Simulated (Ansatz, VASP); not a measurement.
SnO2 in VASP and in Ansatz

File INCAR:

```
PREC = Accurate ; ENCUT = 520
EDIFF = 1E-6 ; ISMEAR = 0
SIGMA = 0.05 ; LREAL = F
LASPH = T ; NELM = 100
ALGO = Normal ; ISIF = 2
LWAVE = F ; LCHARG = F
GGA = CA ; NBANDS = 35
```

File KPOINTS:

```
Automatic mesh
0
Gamma
  6 6 8
```

POSCAR

```
SnO2
1.0
    4.8820573695      0.0000000000      0.0000000000
    0.0000000000      4.8826571076      0.0000000000
    0.0000000000      0.0000000000      3.2983446198
Sn O
2 4
Direct
    0.5000000000      0.5000000000      0.5000000000
    0.0000000000      0.0000000000      0.0000000000
    0.3059833077      0.2802382207      0.0000000000
    0.8059833077      0.2197617793      0.5000000000
    0.1940166923      0.7802382207      0.5000000000
    0.6940166923      0.7197617793      0.0000000000
```

Input for Ansatz:

```yaml
crystal:
  lattice:
    - [4.8820573695, 0.0, 0.0]
    - [0.0, 4.8826571076, 0.0]
    - [0.0, 0.0, 3.2983446198]
  atoms:
    - { symbol: Sn, position: [0.5, 0.5, 0.5] }
    - { symbol: Sn, position: [0.0, 0.0, 0.0] }
    - { symbol: O, position: [0.3059833077, 0.2802382207, 0.0] }
    - { symbol: O, position: [0.8059833077, 0.2197617793, 0.5] }
    - { symbol: O, position: [0.1940166923, 0.7802382207, 0.5] }
    - { symbol: O, position: [0.6940166923, 0.7197617793, 0.0] }
basis:
  ecutwfc: 520.0
kpoints:
  mp_grid: { grid: [6, 6, 8] }
hamiltonian:
  xc: lda
scf:
  occupations: { method: gaussian, width: 0.05 }
output:
  forces: true
  stress: true
  eigenvalues: true
```

Alike in both runs: task single point; functional LDA; k mesh 6 × 6 × 8; occupations gaussian, width 0.05 eV; no spin polarisation.

```csv
,VASP,Ansatz
version,VASP 6.6.1,Ansatz 0.2.0
potentials or method,"VASP PAW LDA potentials, release 64 (Sn_d, O), cutoff 520 eV","scalar-relativistic, plane waves, PAW"
valence electrons in the cell,52,52
```

|  | VASP | Ansatz | Ansatz less VASP |
| --- | --- | --- | --- |
| gap on the k mesh at the Fermi level (eV) | 0.26 | 0.25 | -0.006 |
| least direct gap on the mesh (eV) | 0.46 | 0.48 | +0.017 |
| pressure (GPa) | -16.5 | -17.1 | -0.65 |
| traceless stress, the component that is largest in VASP (GPa) | 2.74 | 2.70 | -0.042 |
| rms of the force components (eV/Å) | 0.758 | 0.748 | -0.0101 |

LDA's correlation is that of Perdew and Zunger in VASP and of Perdew and Wang (1992) in Ansatz. Atom by atom the forces differ by 0.010 eV/Å (rms over components).
